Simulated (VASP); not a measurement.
Runs of VASP 6.6.1 on SnO. The structure is that of space group P4/nmm (No. 129), or close to it. The cells are those of the table. 

```tsv
cell	gap on the mesh (eV)	pressure (GPa)	largest force (eV/Å)
a = 3.805, b = 3.805, c = 5.035 Å, 4 atoms	none	-4.2	(c)
a = 3.805, b = 3.805, c = 5.320 Å, 4 atoms	none	-7.6	2.05
a = 3.805, b = 3.805, c = 4.750 Å, 4 atoms	none	0.3	0.10
a = 3.938, b = 3.938, c = 4.180 Å, 4 atoms	0.44	(a)	1.11
a = 3.671, b = 3.671, c = 5.035 Å, 4 atoms	none	2.9	0.27
a = 3.671, b = 3.671, c = 5.320 Å, 4 atoms	none	-2.0	(b)
a = 3.538, b = 3.538, c = 5.320 Å, 4 atoms	none	6.3	0.88
```

Alike in all rows: task single point; level PBEsol; potentials or basis VASP PAW PBE potentials, release 64 (Sn_d, O); no spin polarisation; k mesh 10 × 10 × 8; cutoff (eV) 520; smearing gaussian 0.15 eV.

**Question.** Estimate the missing entries.

**Answer.** (a) 3.5; (b) 1.55; (c) 0.99.

Caveats: the PAW data sets were made with another functional, which shifts forces and pressure a little; spin-orbit coupling is left out, which moves the levels of the heavy elements.

A k mesh can miss the band edges, and the runs leave out spin-orbit coupling on Sn.

A gap of «none» marks levels without a gap at the run's occupations.
